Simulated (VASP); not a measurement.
Wanted: the native input for a VASP 6.6.1 run.

| Quantity | Value |
| --- | --- |
| Task | single point |
| Functional | PBE |
| Potentials or basis | VASP PAW PBE potentials, release 64 (Be, Si, Br) |
| Cutoff | 520 eV |
| k mesh | 6 × 6 × 4 |
| Occupations | gaussian, width 0.1 eV |
| Spin | no spin polarisation |
| Dipole correction | no |
| Further INCAR settings | ALGO = Normal; EDIFF = 1e-06; NBANDS = 16 |

The structure of BeSi2Br lies in POSCAR:

```
BeSi2Br
1.0
    2.7895110933     -0.0000000020      0.0000000000
   -1.3947555449      2.4157874720      0.0000000000
    0.0000000000      0.0000000000     10.4420456123
Be Si Br
1 2 1
Direct
    0.0000000000      0.0000000000      0.5000000000
    0.0000000000      0.0000000000      0.7174451380
    0.0000000000      0.0000000000      0.2825548620
    0.0000000000      0.0000000000      0.0000000000
```

The cell was generated, and may not be a known phase.

These files were run (other wordings do the same):

INCAR

```
SYSTEM = BeSi2Br
ALGO     = Normal         ! electronic algorithm
EDIFF    = 1E-6           ! SCF threshold, eV
ENCUT    = 520            ! plane-wave cutoff, eV
GGA      = PE             ! functional
ISIF     = 2              ! what is computed and relaxed
ISMEAR   = 0              ! smearing method
LASPH    = .True.         ! aspherical terms in the spheres
LCHARG   = .False.        ! write CHGCAR
LREAL    = .False.        ! projectors in reciprocal space
LWAVE    = .False.        ! write WAVECAR
NBANDS   = 16             ! bands
NELM     = 100            ! most SCF steps
PREC     = Accurate       ! precision mode
SIGMA    = 0.1            ! smearing width, eV
```

KPOINTS

```
k-points
0
Gamma
  6 6 4
  0 0 0
```

Potentials or basis: VASP PAW PBE potentials, release 64 (Be, Si, Br).

Command:

```sh
$ cat potpaw_PBE.64/Be/POTCAR potpaw_PBE.64/Si/POTCAR potpaw_PBE.64/Br/POTCAR > POTCAR
$ mpirun -np 1 vasp_std > vasp.out
```

It gave:

The pressure is -0.1 GPa. The largest force is 0.007 eV/Å and the band gap on the k mesh is zero (an odd number of electrons rules out a gap without spin polarisation).

Caveat: the k points lie up to 0.43 Å⁻¹ apart, too coarse for converged energies and pressures of a metal; an odd number of electrons without spin polarisation forces a metal; a magnetic or distorted state may lie lower.

Run time: 13 s on 1 thread of Intel(R) Xeon(R) 6975P-C (Granite Rapids), on a shared host, peak memory 0.2 GiB.
